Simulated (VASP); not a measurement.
Set up this calculation in VASP 6.6.1, as the native input.

```
Task                   : single point
Functional             : LDA
Potentials or basis    : VASP PAW LDA potentials, release 64 (F, V_sv)
Cutoff                 : 520 eV
k mesh                 : 5 × 5 × 5
Occupations            : fermi-dirac, width 0.1 eV
Spin                   : no spin polarisation
Dipole correction      : no
Further INCAR settings : ALGO = Normal; EDIFF = 1e-06; NBANDS = 58; ISYM = 0
```

The structure of V2F3 lies in POSCAR:

```
V2F3
1.0
    2.4112444400      4.1763952900      0.0000000000
   -2.4112444400      4.1763952900      0.0000000000
    0.0000000000     -2.7842631900      4.3868146200
F V
6 4
Direct
    0.5552000000      0.9448000000      0.7500000000
    0.2500000000      0.5552000000      0.7500000000
    0.9448000000      0.2500000000      0.7500000000
    0.4448000000      0.0552000000      0.2500000000
    0.7500000000      0.4448000000      0.2500000000
    0.0552000000      0.7500000000      0.2500000000
    0.3523000000      0.3523000000      0.0569000000
    0.1477000000      0.1477000000      0.4431000000
    0.6477000000      0.6477000000      0.9431000000
    0.8523000000      0.8523000000      0.5569000000
```

One way to write it, as run:

INCAR

```
SYSTEM = V2F3
PREC = Accurate
ENCUT = 520
EDIFF = 1E-6
ISMEAR = -1
SIGMA = 0.1
LREAL = .FALSE.
LASPH = .TRUE.
NELM = 60
ALGO = Normal
ISIF = 2
LWAVE = .FALSE.
LCHARG = .FALSE.
NBANDS = 58
ISYM = 0
```

KPOINTS

```
Automatic mesh
0
G
  5 5 5
  0 0 0
```

Potentials or basis: VASP PAW LDA potentials, release 64 (F, V_sv).

Launch:

```console
$ cat potpaw_LDA.64/F/POTCAR potpaw_LDA.64/V_sv/POTCAR > POTCAR
$ mpirun -np 1 vasp_std > vasp.out
```

It gave:

```yaml
Pressure: 48.4 GPa
Largest_force: 2.368 eV/Å
Band_gap_on_the_k_mesh: zero (band 47 reaches 11.46 eV, above the bottom of band 48 at 10.99 eV)
```

Caveat: the run has no spin polarisation, though such a crystal can be magnetic; semilocal functionals often make such compounds metallic where correlation or magnetic order opens a gap, which also shifts bond lengths; forces of over 1 eV/Å act on the atoms, so gaps and moduli don't describe the material at rest.

Run time: 7.7 min on 1 thread of Oxide Virtual Turin-like Processor, with other jobs on the host, peak memory 0.3 GiB.
